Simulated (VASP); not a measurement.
Crystal: Ba3Bi2.

```
CELL_PARAMETERS angstrom
4.27328 0.00000 0.00000
0.00000 4.27328 0.00000
0.00000 0.00000 8.73484
ATOMIC_POSITIONS crystal
Ba 0.00000 0.50000 0.36525
Ba 0.50000 0.00000 0.63475
Ba 0.50000 0.50000 0.00000
Bi 0.50000 0.00000 0.26216
Bi 0.00000 0.50000 0.73784
```

```yaml
Program: VASP 6.6.1
Task: relaxation of cell and atoms
Functional: PBE
Potentials_or_basis: VASP PAW PBE potentials, release 64 (Ba_sv, Bi_d)
Cutoff: 600 eV
k_mesh: 4 × 4 × 2
Occupations: gaussian, width 0.2 eV
Spin: no spin polarisation
```

At the start: pressure 23.0 GPa; volume 31.90 Å³/atom.

Task: How do energy, volume and symmetry change on relaxing?

Result: Over 10 steps the energy falls by 861.7 meV/atom and the volume is 49.65 Å³/atom (+55.6 %); space group P-4m2 (No. 115, to 0.05 Å).

Step by step:
| step | energy change (eV) | largest force (eV/Å) | pressure (GPa) | volume (Å³) |
| --- | --- | --- | --- | --- |
| 1 | 0.0000 | 0.5330 | 22.97 | 159.51 |
| 2 | -3.8479 | 0.2173 | -2.64 | 290.02 |
| 3 | -4.2619 | 0.1575 | 0.43 | 241.25 |
| 4 | -4.2667 | 0.1663 | -0.13 | 247.01 |
| 5 | -4.2671 | 0.1635 | 0.03 | 245.01 |
| 6 | -4.2852 | 0.1524 | 0.04 | 245.04 |
| 7 | -4.3015 | 0.1444 | 0.06 | 244.99 |
| 8 | -4.3017 | 0.1448 | 0.07 | 244.97 |
| 9 | -4.3056 | 0.1149 | -0.01 | 246.00 |
| 10 | -4.3086 | 0.0437 | -0.23 | 248.26 |

Final structure:
```
Ba Bi
1.0
     5.05975    0.00000    0.00000
     0.00000    5.05975    0.00000
     0.00000    0.00000    9.69740
Ba Bi
3 2
Direct
  0.00000 0.50000 0.36094
  0.50000 0.00000 0.63906
  0.50000 0.50000 0.00000
  0.50000 0.00000 0.26390
  0.00000 0.50000 0.73610
```

Caveat: the k points lie up to 0.32 Å⁻¹ apart in the final cell; the volume moved by over 15 % at a fixed basis, so the end points are rough; the relaxation stopped at a loose force limit of 0.08 eV/Å, so its end isn't a converged minimum.
